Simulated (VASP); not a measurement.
A run of VASP 6.6.1 is set up as follows.

POSCAR

```
B
1.0
    2.4589507939      1.4196759028      4.1935000000
   -2.4589507939      1.4196759028      4.1935000000
    0.0000000000     -2.8393518055      4.1935000000
B
12
Direct
    0.0101900000      0.6536100000      0.0101900000
    0.0101900000      0.0101900000      0.6536100000
    0.6536100000      0.0101900000      0.0101900000
    0.9898100000      0.3463900000      0.9898100000
    0.3463900000      0.9898100000      0.9898100000
    0.9898100000      0.9898100000      0.3463900000
    0.2211800000      0.6306000000      0.2211800000
    0.2211800000      0.2211800000      0.6306000000
    0.6306000000      0.2211800000      0.2211800000
    0.7788200000      0.3694000000      0.7788200000
    0.3694000000      0.7788200000      0.7788200000
    0.7788200000      0.7788200000      0.3694000000
```

The input INCAR.step1:

```
SYSTEM = B
PREC = Accurate ; ENCUT = 520
ISMEAR = 0 ; SIGMA = 0.1
LREAL = .FALSE. ; LASPH = .TRUE.
NELM = 100 ; NBANDS = 30
GGA = PE ; ALGO = Normal
EDIFF = 1E-4 ; LWAVE = .TRUE.
LCHARG = .FALSE.
```

File INCAR.step2:

```
SYSTEM = B
PREC = Accurate ; ENCUT = 520
EDIFF = 1E-6 ; ISMEAR = 0
SIGMA = 0.1 ; LREAL = .FALSE.
LASPH = .TRUE. ; NELM = 100
ALGO = Normal ; ISIF = 2
LWAVE = .FALSE. ; LCHARG = .FALSE.
METAGGA = R2SCAN ; LMIXTAU = .TRUE.
NBANDS = 30 ; ISTART = 1
```

KPOINTS

```
regular mesh
0
G
  6 6 6
  0 0 0
```

Potentials or basis: VASP PAW PBE potentials, release 64 (B).

Command:

```console
$ cat potpaw_PBE.64/B/POTCAR > POTCAR
$ cp INCAR.step1 INCAR
$ mpirun -np 1 vasp_std > vasp.out
$ cp INCAR.step2 INCAR
$ mpirun -np 1 vasp_std > vasp.out
```

(1) What does it give for the largest force?

(2) What does it give for the pressure?

(3) Predict the band gap on the k mesh.

## Answers

(1) 0.234 eV/Å.

(2) -3.5 GPa.

(3) 1.53 eV (least direct gap 1.97 eV).

Caveat: the cell stands under tension; the PAW data sets were made with another functional, which shifts forces and pressure a little.
